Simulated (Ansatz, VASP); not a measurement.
## W in VASP and in Ansatz

Contents of INCAR:

```
SYSTEM = W
PREC = Accurate ; ENCUT = 520
EDIFF = 1E-6 ; ISMEAR = -1
SIGMA = 0.08 ; LREAL = .False.
LASPH = .True. ; NELM = 100
ALGO = Normal ; ISIF = 2
LWAVE = .False. ; LCHARG = .False.
GGA = PE ; NBANDS = 13
```

Contents of KPOINTS:

```
Automatic mesh
0
Gamma
  14 14 14
  0 0 0
```

POSCAR

```
W
1.0
   -1.5973000000      1.5973000000      1.5973000000
    1.5973000000     -1.5973000000      1.5973000000
    1.5973000000      1.5973000000     -1.5973000000
W
1
Direct
    0.0000000000      0.0000000000      0.0000000000
```

Input for Ansatz:

```yaml
crystal:
  lattice:
    - [-1.5973, 1.5973, 1.5973]
    - [1.5973, -1.5973, 1.5973]
    - [1.5973, 1.5973, -1.5973]
  atoms:
    - { symbol: W, position: [0.0, 0.0, 0.0] }
kpoints:
  mp_grid: { grid: [14, 14, 14] }
scf:
  occupations: { method: fermi_dirac, width: 0.08 }
hamiltonian:
  xc: pbe
  pseudopotentials:
    kind: all_electron
    lapw: { basis_error: 0.001, muffin_tin_radii: { W: 0.83 } }
output:
  forces: true
  stress: true
  eigenvalues: true
```

Alike in both runs: task single point; functional PBE; k mesh 14 × 14 × 14; occupations fermi-dirac, width 0.08 eV; no spin polarisation.

```csv
,VASP,Ansatz
version,VASP 6.6.1,Ansatz 0.2.0
potentials or method,"VASP PAW PBE potentials, release 64 (W_sv), cutoff 520 eV","all-electron LAPW, scalar-relativistic"
```

```csv
,VASP,Ansatz,Ansatz less VASP
pressure (GPa),-2.3,-2.7,-0.36
```

Ansatz ran all-electron here, and VASP with PAW potentials.

Neither program's run includes spin-orbit coupling.
